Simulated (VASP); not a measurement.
# Cu12HF in VASP: single point with PBE

Aim: the single point of Cu12HF with PBE.

All numbers are computed with VASP 6.6.1; they aren't measurements. Logs are shortened: lines on timing, memory, paths and dates and some standing lists are left out, and cuts for length are marked.

### 1 The cell of the first run

The cell holds a slab with vacuum, 14 atoms: a = 5.132 Å, b = 5.132 Å, c = 22.122 Å, α = 90.00°, β = 90.00°, γ = 120.00°.

### 2 Single point, PBE

The input, INCAR:

```
ALGO = Normal ; DIPOL = 0.5 0.5 0.292
EDIFF = 1E-6 ; ENCUT = 520
GGA = PE ; IDIPOL = 3
ISIF = 2 ; ISMEAR = 0
LASPH = T ; LCHARG = T
LDIPOL = T ; LELF = T
LREAL = F ; LVACPOTAV = T
LVHAR = T ; LWAVE = F
NBANDS = 83 ; NELM = 80
PREC = Accurate ; SIGMA = 0.1
```

The input, KPOINTS:

```
k-points
0
Gamma
  6 6 1
```

The input, POSCAR:

```
Cu12HF
1.0
    5.1319544646      0.0000000000      0.0000000000
   -2.5659772323      4.4444029374      0.0000000000
    0.0000000000      0.0000000000     22.1215701967
Cu F H
12 1 1
Direct
    0.3333333333      0.1666666667      0.1808189909
    0.3333333333      0.6666666667      0.1808189909
    0.8333333333      0.1666666667      0.1808189909
    0.8333333333      0.6666666667      0.1808189909
    0.1666666667      0.3333333333      0.2739718312
    0.1666666667      0.8333333333      0.2739718312
    0.6666666667      0.3333333333      0.2739718312
    0.6666666667      0.8333333333      0.2739718312
    0.0000000000      0.0000000000      0.3671335319
    0.0000000000      0.5000000000      0.3671335319
    0.5000000000      0.0000000000      0.3671335319
    0.5000000000      0.5000000000      0.3671335319
    0.2810203448      0.2189796552      0.4032973300
    0.3856463219      0.1143536781      0.4032973300
```

Potentials or basis: VASP PAW PBE potentials, release 64 (Cu, F, H).

The run is started by

```console
$ cat potpaw_PBE.64/Cu/POTCAR potpaw_PBE.64/F/POTCAR potpaw_PBE.64/H/POTCAR > POTCAR
$ mpirun -np 1 vasp_std > vasp.out
```

OUTCAR:

```text
EDIFF = 1E-6
   ENCUT = 520
   GGA = PE
   ISIF = 2
   ISMEAR = 0
   LASPH = T
   LREAL = F
   NELM = 80
   PREC = Accurate

 ion  position               nearest neighbor table
   1  0.333  0.167  0.181-   5 2.54   6 2.54   7 2.54   4 2.57   2 2.57   2 2.57   4 2.57   3 2.57
                             3 2.57
   2  0.333  0.667  0.181-   6 2.54   5 2.54   8 2.54   3 2.57   1 2.57   1 2.57   3 2.57   4 2.57
                             4 2.57
   3  0.833  0.167  0.181-   7 2.54   8 2.54   5 2.54   4 2.57   2 2.57   4 2.57   2 2.57   1 2.57
                             1 2.57
   4  0.833  0.667  0.181-   8 2.54   7 2.54   6 2.54   3 2.57   1 2.57   3 2.57   1 2.57   2 2.57
                             2 2.57
   5  0.167  0.333  0.274-   1 2.54   2 2.54   3 2.54   9 2.54  12 2.54  10 2.54   8 2.57   6 2.57
                             6 2.57   8 2.57   7 2.57   7 2.57
   6  0.167  0.833  0.274-   2 2.54   1 2.54   4 2.54  10 2.54  11 2.54   9 2.54   7 2.57   5 2.57
                             5 2.57   7 2.57   8 2.57   8 2.57
   7  0.667  0.333  0.274-   3 2.54   4 2.54   1 2.54  11 2.54  10 2.54  12 2.54   8 2.57   6 2.57
                             8 2.57   6 2.57   5 2.57   5 2.57
   8  0.667  0.833  0.274-   4 2.54   3 2.54   2 2.54  12 2.54   9 2.54  11 2.54   7 2.57   5 2.57
                             7 2.57   5 2.57   6 2.57   6 2.57
   9  0.000  0.000  0.367-  13 1.54   5 2.54   8 2.54   6 2.54  12 2.57  10 2.57  10 2.57  12 2.57
                            11 2.57  11 2.57
  10  0.000  0.500  0.367-   6 2.54   7 2.54   5 2.54   9 2.57  11 2.57   9 2.57  11 2.57  12 2.57
                            12 2.57
  11  0.500  0.000  0.367-  14 1.29  13 2.10   7 2.54   6 2.54   8 2.54  10 2.57  12 2.57  12 2.57
                            10 2.57   9 2.57   9 2.57
  12  0.500  0.500  0.367-  13 1.54   8 2.54   5 2.54   7 2.54  11 2.57   9 2.57  11 2.57   9 2.57
                            10 2.57  10 2.57
  13  0.281  0.219  0.403-  14 0.93  12 1.54   9 1.54  11 2.10
  14  0.386  0.114  0.403-  13 0.93  11 1.29

  LATTYP: Found a hexagonal cell.
 ALAT       =     5.1319544646
 C/A-ratio  =     4.3105546531

  Lattice vectors:

 A1 = (   5.1319544646,   0.0000000000,   0.0000000000)
 A2 = (  -2.5659772323,   4.4444029374,   0.0000000000)
 A3 = (   0.0000000000,   0.0000000000,  22.1215701967)

Analysis of symmetry for initial positions (statically):
=====================================================================
 Subroutine PRICEL returns:
 Original cell was already a primitive cell.

 Routine SETGRP: Setting up the symmetry group for a
 hexagonal supercell.

 Subroutine GETGRP returns: Found  2 space group operations
 (whereof  1 operations were pure point group operations)
 out of a pool of 24 trial point group operations.

[... 153 lines left out ...]
   GGA     = PE    functional components
   LHFCALC =     F    Hartree Fock is set to
   AEXX    =    0.0000 exact exchange contribution
   IVDW    =     0    specifies the selected vdW correction
   LEPSILON=     F    determine dielectric tensor
   LRPA    =     F    only Hartree local field effects (RPA)
 non-spin polarized calculation
 Gauss-broadening in eV      SIGMA  =   0.10
  energy-cutoff  :      520.00
  volume of cell :      504.56
 maximum number of plane-waves:     13643
 NGX is ok and might be reduce to    40
   NGX = 19   NGY = 19   NGZ = 83

 dipolmoment           0.000000      0.000000      0.000003 electrons x Angstroem

 number of electron     139.9999998 magnetization

 dipolmoment           0.000000      0.000000     -0.111055 electrons x Angstroem

 Free energy of the ion-electron system (eV)
  ---------------------------------------------------
  ext. energy  EPLUGINS =         0.00000000
  ---------------------------------------------------
  free energy    TOTEN  =       -39.39972590 eV

  energy without entropy =      -39.37384444  energy(sigma->0) =      -39.38678517

 E-fermi :  -0.6477     XC(G=0):  -4.5556

 val. band max:       -0.6481729201   @ k =   0.5000   0.5000   0.0000
 cond. band min:      -0.6215812948   @ k =   0.0000   0.0000   0.0000
 fundamental gap:      0.0265916253
 Fermi energy:        -0.6476542016

 k-point     1 :       0.0000    0.0000    0.0000
  band No.  band energies     occupation
      1     -32.4737      2.00000
      2     -16.0575      2.00000
      3     -13.6978      2.00000
      4     -12.5406      2.00000
      5      -9.2683      2.00000
      6      -7.3193      2.00000
[... 1094 lines left out ...]
     81       5.0038      0.00000
     82       5.1489      0.00000
 [bands above 82 left out]

------------------------ aborting loop because EDIFF is reached ----------------------------------------

  FORCE on cell =-STRESS in cart. coord.  units (eV):
  Direction    XX          YY          ZZ          XY          YZ          ZX
  --------------------------------------------------------------------------------------
  -------------------------------------------------------------------------------------
  Total       24.2107378     28.4848554     18.9115284      3.7014943      0.2376310     -0.4115890
  in kB       76.8787719     90.4508038     60.0516633     11.7537244      0.7545733     -1.3069596
  external PRESSURE =      75.7937464 kB  Pullay stress =       0.0000000 kB

 VOLUME and BASIS-vectors are now :
 -----------------------------------------------------------------------------
  energy-cutoff  :      520.00
  volume of cell :      504.56
      direct lattice vectors                 reciprocal lattice vectors
     5.131954465  0.000000000  0.000000000     0.194857536  0.112501051  0.000000000
    -2.565977232  4.444402937  0.000000000     0.000000000  0.225002101  0.000000000
     0.000000000  0.000000000 22.121570197     0.000000000  0.000000000  0.045204748

 POSITION                                       TOTAL-FORCE (eV/Angst)
 -----------------------------------------------------------------------------------
      1.28299      0.74073      4.00000        -0.077695      0.044857      0.018079
     -0.00000      2.96294      4.00000         0.006610     -0.049554     -0.034774
      3.84897      0.74073      4.00000         0.046220      0.019052     -0.034774
      2.56598      2.96294      4.00000         0.036328     -0.020974     -0.143890
      0.00000      1.48147      6.06069        -0.047253      0.027282     -0.460000
     -1.28299      3.70367      6.06069        -0.020871     -0.106133     -0.139342
      2.56598      1.48147      6.06069         0.081478      0.071141     -0.139342
      1.28299      3.70367      6.06069         0.100706     -0.058142      0.086373
      0.00000      0.00000      8.12157        -9.528237     -9.641301     -7.640928
     -1.28299      2.22220      8.12157        -0.608916      0.351558     -0.409365
      2.56598      0.00000      8.12157         6.589833     -3.804642     -4.628261
      1.28299      2.22220      8.12157         3.585493     13.072346     -7.640928
      0.88029      0.97323      8.92157        -4.002786      2.311010     16.933333
      1.68569      0.50823      8.92157         3.839090     -2.216500      4.233819
 -----------------------------------------------------------------------------------
    total drift:                                0.000091     -0.000053     -0.003821

  FREE ENERGIE OF THE ION-ELECTRON SYSTEM (eV)
  ---------------------------------------------------
  free  energy   TOTEN  =       -39.3997258983 eV

  energy  without entropy=      -39.3738444416  energy(sigma->0) =      -39.38678517

 vacuum level on the upper side and lower side of the slab         3.174         4.056
```

OSZICAR:

```text
N       E                     dE             d eps       ncg     rms          rms(c)
DAV:   1     0.137834755409E+04    0.13783E+04   -0.59240E+04  2158   0.194E+03
DAV:   2     0.173944261337E+03   -0.12044E+04   -0.11638E+04  2158   0.440E+02
DAV:   3    -0.265891573819E+02   -0.20053E+03   -0.18971E+03  2737   0.221E+02
[... 21 lines left out ...]
DAV:  25    -0.393997124326E+02   -0.18350E-04   -0.16236E-06  1488   0.240E-02    0.114E-03
DAV:  26    -0.393997203648E+02   -0.79322E-05   -0.67413E-07  1371   0.109E-02    0.840E-04
DAV:  27    -0.393997230847E+02   -0.27198E-05   -0.38124E-07  1339   0.949E-03    0.913E-04
DAV:  28    -0.393997252362E+02   -0.21515E-05   -0.28429E-07  1358   0.841E-03    0.437E-04
DAV:  29    -0.393997258983E+02   -0.66211E-06   -0.18819E-07  1362   0.568E-03
   1 F= -.39399726E+02 E0= -.39386785E+02  d E =-.258815E-01
```

stdout:

```text
POSCAR found type information on POSCAR CuF H
 POSCAR found :  3 types and      14 ions
 scaLAPACK will be used
 LDA part: xc-table for (Slater+PW92), standard interpolation
 POSCAR, INCAR and KPOINTS ok, starting setup
 FFT: planning ... GRIDC
 FFT: planning ... GRID_SOFT
 FFT: planning ... GRID
 WAVECAR not read
 entering main loop
 -----------------------------------------------------------------------------
|                                                                             |
|           W    W    AA    RRRRR   N    N  II  N    N   GGGG   !!!           |
|           W    W   A  A   R    R  NN   N  II  NN   N  G    G  !!!           |
|           W    W  A    A  R    R  N N  N  II  N N  N  G       !!!           |
|           W WW W  AAAAAA  RRRRR   N  N N  II  N  N N  G  GGG   !            |
|           WW  WW  A    A  R   R   N   NN  II  N   NN  G    G                |
|           W    W  A    A  R    R  N    N  II  N    N   GGGG   !!!           |
|                                                                             |
|     Did not find any points to average over, which means that no vacuum     |
|     field-free region was found. Please increase the size of  your cell     |
|     in the dimension of the dipole correction to obtain accurate            |
|     workfunction values.                                                    |
|                                                                             |
 -----------------------------------------------------------------------------
```

Run time: 20 min. Hardware: 1 thread of Intel Xeon Platinum 8375C at 2.90GHz (Ice Lake), shared host; peak memory 0.78 GiB.

Results:

| Quantity | Value |
| --- | --- |
| Free energy | -39.3997 eV |
| Largest force | 17.553 eV/Å |
| Band gap on the k mesh | zero (band 70 reaches -0.62 eV, above the bottom of band 71 at -0.65 eV) |

Forces in eV/Å, atoms in the order of the input:
```
Cu  -0.078  0.045  0.018
Cu   0.007 -0.050 -0.035
Cu   0.046  0.019 -0.035
Cu   0.036 -0.021 -0.144
Cu  -0.047  0.027 -0.460
Cu  -0.021 -0.106 -0.139
Cu   0.081  0.071 -0.139
Cu   0.101 -0.058  0.086
Cu  -9.528 -9.641 -7.641
Cu  -0.609  0.352 -0.409
Cu   6.590 -3.805 -4.628
Cu   3.585 13.072 -7.641
F   -4.003  2.311 16.933
H    3.839 -2.216  4.234
```

With open d or f shells a metallic result of PBE can be an artefact of self-interaction; +U or a hybrid may open a gap.
